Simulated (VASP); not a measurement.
Input of a VASP 6.6.1 run:

File INCAR:

```
  PREC = Accurate
  ENCUT = 520
  EDIFF = 1E-6
  ISMEAR = -1
  SIGMA = 0.02
  LREAL = False
  LASPH = True
  NELM = 150
  ALGO = Normal
  ISIF = 2
  LWAVE = False
  LCHARG = False
  MAGMOM = 0 0 0 0 0 0 0 0 0 0 0 0
  LORBIT = 11
  LSORBIT = True
  GGA_COMPAT = False
  LORBMOM = True
  GGA = PE
  NBANDS = 50
```

The input KPOINTS:

```
regular mesh
0
Gamma
  10 10 10
```

Contents of POSCAR:

```
Ga2AsN
1.0
    1.6465440750      0.9506326649      5.9542264604
   -1.6465440750      0.9506326649      5.9542264604
    0.0000000000     -1.9012653299      5.9542264604
N As Ga
1 1 2
Direct
    1.0000000000      0.0000000000      0.0000000000
    0.5000000000      0.5000000000      0.5000000000
    0.2673231068      0.2673231068      0.2673231068
    0.7326768932      0.7326768932      0.7326768932
```

Potentials or basis: VASP PAW PBE potentials, release 64 (N, As, Ga_d).

Command:

```sh
$ cat potpaw_PBE.64/N/POTCAR potpaw_PBE.64/As/POTCAR potpaw_PBE.64/Ga_d/POTCAR > POTCAR
$ mpirun -np 1 vasp_ncl > vasp.out
```

Task: Predict the largest force.

Result: 0.144 eV/Å.

Task: What does it give for the pressure?

Result: 4.6 GPa.

Task: What does it give for the net moment?

Result: 0.00 μB per cell.

Moments on the atoms (μB; x, y, z):
```
N   0.00 0.00 0.00
As  0.00 0.00 0.00
Ga  0.00 0.00 0.00
Ga  0.00 0.00 0.00
```

Caveat: the cell stands under pressure.
